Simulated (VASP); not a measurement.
Here is a VASP 6.6.1 calculation.

The input INCAR:

```
ALGO     = Normal         # electronic algorithm
EDIFF    = 1E-6           # SCF threshold, eV
ENCUT    = 520            # plane-wave cutoff, eV
GGA      = PS             # functional
ISIF     = 2              # what is computed and relaxed
ISMEAR   = -1             # smearing method
LASPH    = T              # aspherical terms in the spheres
LCHARG   = T              # write CHGCAR
LELF     = T              # ELF
LREAL    = F              # projectors in reciprocal space
LVHAR    = T            
LWAVE    = F              # write WAVECAR
NBANDS   = 53             # bands
NELM     = 80             # most SCF steps
PREC     = Accurate       # precision mode
SIGMA    = 0.03           # smearing width, eV
```

File KPOINTS:

```
k-points
0
Gamma
  6 6 6
```

The input POSCAR:

```
GaMoAs3
1.0
    6.3414523086      0.0000000000      0.0000000000
   -3.1707261543      5.4918587961      0.0000000000
    0.0000000000      0.0000000000      5.5533062372
Ga Mo As
2 2 6
Direct
    0.6666666667      0.3333333333      0.2500000000
    0.3333333333      0.6666666667      0.7500000000
    0.0000000000      0.0000000000      0.5000000000
    0.0000000000      0.0000000000      0.0000000000
    0.3880548296      0.1940274148      0.7500000000
    0.6119451704      0.8059725852      0.2500000000
    0.8059725852      0.1940274148      0.7500000000
    0.1940274148      0.8059725852      0.2500000000
    0.8059725852      0.6119451704      0.7500000000
    0.1940274148      0.3880548296      0.2500000000
```

Potentials or basis: VASP PAW PBE potentials, release 64 (Ga_d, Mo_sv, As).

The run is started by

```sh
$ cat potpaw_PBE.64/Ga_d/POTCAR potpaw_PBE.64/Mo_sv/POTCAR potpaw_PBE.64/As/POTCAR > POTCAR
$ mpirun -np 1 vasp_std > vasp.out
```

Q: Estimate the band gap on the k mesh.

A: Zero (band 42 reaches 6.97 eV, above the bottom of band 43 at 5.77 eV).

Q: What does it give for the pressure?

A: 0.3 GPa.

Forces in eV/Å, atoms in the order of the input:
```
Ga   0.000  0.000  0.000
Ga   0.000  0.000  0.000
Mo   0.000  0.000  0.000
Mo   0.000  0.000  0.000
As   0.004  0.002  0.000
As  -0.004 -0.002  0.000
As  -0.004  0.002  0.000
As   0.004 -0.002  0.000
As   0.000 -0.004  0.000
As   0.000  0.004  0.000
```

Caveat: the PAW data sets were made with another functional, which shifts forces and pressure a little.
